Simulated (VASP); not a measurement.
# SnO2 in VASP: a series of runs, part 2 of 2

VASP 6.6.1. The steps go on from the part before.

## 3. Single point, PBE

This run uses another cell than the first one, of the same volume but with other edges.

Contents of INCAR:

```
  PREC = Accurate
  ENCUT = 520
  EDIFF = 1E-7
  ISMEAR = 0
  SIGMA = 0.05
  LREAL = False
  LASPH = True
  NELM = 80
  ALGO = Normal
  ISIF = 2
  LWAVE = False
  LCHARG = False
  GGA = PE
  NBANDS = 35
```

Contents of KPOINTS:

```
regular mesh
0
Gamma
  6 6 8
```

Contents of POSCAR:

```
SnO2
1.0
    4.9352961424      0.0000000000      0.0000000000
    0.0000000000      4.9353101105      0.0000000000
    0.0000000000      0.0000000000      3.0983789182
Sn O
2 4
Direct
    0.5000000000      0.5000000000      0.5000000000
    0.0000000000      0.0000000000      0.0000000000
    0.2919258790      0.2919837714      0.0000000000
    0.7919258790      0.2080162286      0.5000000000
    0.2080741210      0.7919837714      0.5000000000
    0.7080741210      0.7080162286      0.0000000000
```

Potentials or basis: VASP PAW PBE potentials, release 64 (Sn_d, O).

On the command line:

```bash
$ cat potpaw_PBE.64/Sn_d/POTCAR potpaw_PBE.64/O/POTCAR > POTCAR
$ mpirun -np 1 vasp_std > vasp.out
```

OUTCAR:

```text
PREC = Accurate
   ENCUT = 520
   EDIFF = 1E-7
   ISMEAR = 0
   LREAL = False
   LASPH = True
   NELM = 80
   ISIF = 2
   GGA = PE

 ion  position               nearest neighbor table
   1  0.500  0.500  0.500-   4 2.04   5 2.04   3 2.12   6 2.12   3 2.12   6 2.12
   2  0.000  0.000  0.000-   3 2.04   6 2.04   5 2.12   4 2.12   4 2.12   5 2.12
   3  0.292  0.292  0.000-   2 2.04   1 2.12   1 2.12
   4  0.792  0.208  0.500-   1 2.04   2 2.12   2 2.12
   5  0.208  0.792  0.500-   1 2.04   2 2.12   2 2.12
   6  0.708  0.708  0.000-   2 2.04   1 2.12   1 2.12

  LATTYP: Found a simple tetragonal cell.
 ALAT       =     4.9352961424
 C/A-ratio  =     0.6278000000

  Lattice vectors:

 A1 = (   4.9352961424,   0.0000000000,   0.0000000000)
 A2 = (   0.0000000000,   4.9353101105,   0.0000000000)
 A3 = (   0.0000000000,   0.0000000000,   3.0983789182)

Analysis of symmetry for initial positions (statically):
=====================================================================
 Subroutine PRICEL returns:
 Original cell was already a primitive cell.

 Routine SETGRP: Setting up the symmetry group for a
 simple tetragonal supercell.

 Subroutine GETGRP returns: Found  8 space group operations
 (whereof  4 operations were pure point group operations)
 out of a pool of 16 trial point group operations.

The static configuration has the point symmetry C_2h.
 The point group associated with its full space group is D_2h.

Analysis of symmetry for dynamics (positions and initial velocities):
=====================================================================
 Subroutine PRICEL returns:
 Original cell was already a primitive cell.

 Routine SETGRP: Setting up the symmetry group for a
 simple tetragonal supercell.

 Subroutine GETGRP returns: Found  8 space group operations
 (whereof  4 operations were pure point group operations)
 out of a pool of 16 trial point group operations.

The dynamic configuration has the point symmetry C_2h.
 The point group associated with its full space group is D_2h.

 Subroutine INISYM returns: Found  8 space group operations
 (whereof  4 operations are pure point group operations),
 and found     1 'primitive' translations

----------------------------------------------------------------------------------------

                                     Primitive cell

  volume of cell :      75.4679

  direct lattice vectors                    reciprocal lattice vectors
     4.935296142  0.000000000  0.000000000     0.202622086  0.000000000  0.000000000
     0.000000000  4.935310110  0.000000000     0.000000000  0.202621513  0.000000000
     0.000000000  0.000000000  3.098378918     0.000000000  0.000000000  0.322749420

  length of vectors
     4.935296142  4.935310110  3.098378918     0.202622086  0.202621513  0.322749420

  position of ions in fractional coordinates (direct lattice)
     0.500000000  0.500000000  0.500000000
     0.000000000  0.000000000  0.000000000
     0.291925879  0.291983771  0.000000000
     0.791925879  0.208016229  0.500000000
     0.208074121  0.791983771  0.500000000
     0.708074121  0.708016229  0.000000000

  ion indices of the primitive-cell ions
[... 26 lines left out ...]
  Shift w.r.t. Gamma in fractional coordinates (k-lattice)
     0.000000000  0.000000000  0.000000000

 Subroutine IBZKPT returns following result:
 ===========================================

 Found     80 irreducible k-points:

 Following reciprocal coordinates:
            Coordinates               Weight
  0.000000  0.000000  0.000000      1.000000
  0.166667  0.000000  0.000000      2.000000
  0.000000  0.166667  0.000000      2.000000
  0.333333  0.000000  0.000000      2.000000
  0.000000  0.333333  0.000000      2.000000
  0.500000  0.000000  0.000000      1.000000
[... 16 lines left out ...]
  0.000000  0.500000  0.125000      2.000000
  0.166667  0.166667  0.125000      8.000000
 [... further k-points ...]
   k-points           NKPTS =     80   k-points in BZ     NKDIM =     80   number of bands    NBANDS=     35
   number of dos      NEDOS =    301   number of ions     NIONS =      6
   total plane-waves  NPLWV =  38400
   dimension x,y,z NGX =    40 NGY =   40 NGZ =   24
   dimension x,y,z NGXF=    80 NGYF=   80 NGZF=   48
   ions per type =               2   4
   NGX,Y,Z   is equivalent  to a cutoff of  13.47, 13.47, 12.88 a.u.
   NGXF,Y,Z  is equivalent  to a cutoff of  26.95, 26.95, 25.75 a.u.
 SYSTEM =  unknown system
   PREC   = accura    normal or accurate (medium, high low for compatibility)
   ISTART =      0    job   : 0-new  1-cont  2-samecut
   ICHARG =      2    charge: 1-file 2-atom 10-const
   ISPIN  =      1    spin polarized calculation?
   LNONCOLLINEAR =      F non collinear calculations
   LSORBIT =      F    spin-orbit coupling
   LASPH  =      T    aspherical Exc in radial PAW
   ENCUT  =  520.0 eV  38.22 Ry    6.18 a.u.   9.18  9.18  5.76*2*pi/ulx,y,z
   NELM   =     80;   NELMIN=  2; NELMDL= -5     # of ELM steps
   EDIFF  = 0.1E-06   stopping-criterion for ELM
   LREAL  =      F    real-space projection
   EDIFFG = 0.1E-05   stopping-criterion for IOM
   NSW    =      0    number of steps for IOM
   IBRION =     -1    ionic relax: 0-MD 1-quasi-New 2-CG
   NFREE  =      0    steps in history (QN), initial steepest desc. (CG)
   ISIF   =      2    stress and relaxation
   ISYM   =      2    0-nonsym 1-usesym 2-fastsym
   POTIM  = 0.5000    time-step for ionic-motion
   TEBEG  =    0.0;   TEEND  =   0.0 temperature during run
   PSTRESS=    0.0 pullay stress
   NELECT =      52.0000    total number of electrons
   NUPDOWN=      -1.0000    fix difference up-down
   EMIN   =  10.00;   EMAX   =-10.00  energy-range for DOS
   EFERMI =   0.00;   METHOD = LEGACY
   ISMEAR =     0;   SIGMA  =   0.05  broadening in eV -4-tet -1-fermi 0-gaus
   EFERMI_NEDOS =   21; number of points for ismear=-14 and -15
   IALGO  =     38    algorithm
   IMIX   =      4    mixing-type and parameters
     AMIX     =   0.40;   BMIX     =  1.00
     AMIX_MAG =   1.60;   BMIX_MAG =  1.00
  volume/ion in A,a.u.               =      12.58        84.88
  Fermi-wavevector in a.u.,A,eV,Ry     =   1.445956  2.732461 28.446926  2.090790
  Thomas-Fermi vector in A             =   2.564080
   LORBIT       =      0    0 simple, 1 ext, 2 COOP (PROOUT), +10 PAW based schemes
   GGA     = PE    functional components
   LHFCALC =     F    Hartree Fock is set to
   AEXX    =    0.0000 exact exchange contribution
   IVDW    =     0    specifies the selected vdW correction
   LEPSILON=     F    determine dielectric tensor
   LRPA    =     F    only Hartree local field effects (RPA)
 non-spin polarized calculation
 Gauss-broadening in eV      SIGMA  =   0.05
  energy-cutoff  :      520.00
  volume of cell :       75.47
 maximum number of plane-waves:      2050
 NGX is ok and might be reduce to    40

 number of electron      52.0000002 magnetization

 Free energy of the ion-electron system (eV)
  ---------------------------------------------------
  ext. energy  EPLUGINS =         0.00000000
  ---------------------------------------------------
  free energy    TOTEN  =       -36.83458190 eV

  energy without entropy =      -36.83458190  energy(sigma->0) =      -36.83458190

 E-fermi :   5.7591     XC(G=0): -10.9755

 val. band max:        5.5899698026   @ k =   0.0000   0.0000   0.0000
 cond. band min:       5.9282325093   @ k =   0.0000   0.0000   0.0000
 fundamental gap:      0.3382627067
 Fermi energy:         5.7590918952

 k-point     1 :       0.0000    0.0000    0.0000
  band No.  band energies     occupation
      1     -15.6734      2.00000
      2     -15.0375      2.00000
      3     -14.8278      2.00000
      4     -14.7260      2.00000
      5     -14.7260      2.00000
      6     -14.6961      2.00000
[... 901 lines left out ...]
     34      16.8960      0.00000
     35      17.1346      0.00000

 [... further k-points ...]
[... 5 lines left out ...]
  --------------------------------------------------------------------------------------
  -------------------------------------------------------------------------------------
  Total       -1.6654342     -1.6614278      4.1295651      0.0000000      0.0000000      0.0000000
  in kB      -35.3570376    -35.2719812     87.6703434      0.0000000      0.0000000      0.0000000
  external PRESSURE =       5.6804415 kB  Pullay stress =       0.0000000 kB

 VOLUME and BASIS-vectors are now :
 -----------------------------------------------------------------------------
  energy-cutoff  :      520.00
  volume of cell :       75.47
      direct lattice vectors                 reciprocal lattice vectors
     4.935296142  0.000000000  0.000000000     0.202622086  0.000000000  0.000000000
     0.000000000  4.935310110  0.000000000     0.000000000  0.202621513  0.000000000
     0.000000000  0.000000000  3.098378918     0.000000000  0.000000000  0.322749420

 POSITION                                       TOTAL-FORCE (eV/Angst)
 -----------------------------------------------------------------------------------
      2.46765      2.46766      1.54919        -0.000000      0.000000      0.000000
      0.00000      0.00000      0.00000        -0.000000      0.000000      0.000000
      1.44074      1.44103      0.00000         1.190041      1.189829      0.000000
      3.90839      1.02662      1.54919         1.190041     -1.189829      0.000000
      1.02691      3.90869      1.54919        -1.190041      1.189829      0.000000
      3.49456      3.49428      0.00000        -1.190041     -1.189829      0.000000
 -----------------------------------------------------------------------------------
    total drift:                                0.000000      0.000000     -0.000000

  FREE ENERGIE OF THE ION-ELECTRON SYSTEM (eV)
  ---------------------------------------------------
  free  energy   TOTEN  =       -36.8345819022 eV

  energy  without entropy=      -36.8345819001  energy(sigma->0) =      -36.83458190
```

Wall time 90 s (1 thread of Intel Xeon 6975P-C (Granite Rapids), shared host); peak memory 0.29 GiB.

Results:

- Free energy: -36.8346 eV
- Pressure: 0.6 GPa
- Largest force: 1.683 eV/Å
- Band gap on the k mesh: 0.34 eV

Forces in eV/Å, atoms in the order of the input:
```
Sn   0.000  0.000  0.000
Sn   0.000  0.000  0.000
O    1.190  1.190  0.000
O    1.190 -1.190  0.000
O   -1.190  1.190  0.000
O   -1.190 -1.190  0.000
```

Caveat: the stress differs along the axes, from -4 to 9 GPa; semilocal functionals underestimate gaps, and a narrow one can read as zero; spin-orbit coupling is left out, which moves the levels of the heavy elements; forces of over 1 eV/Å act on the atoms, so gaps and moduli don't describe the material at rest.
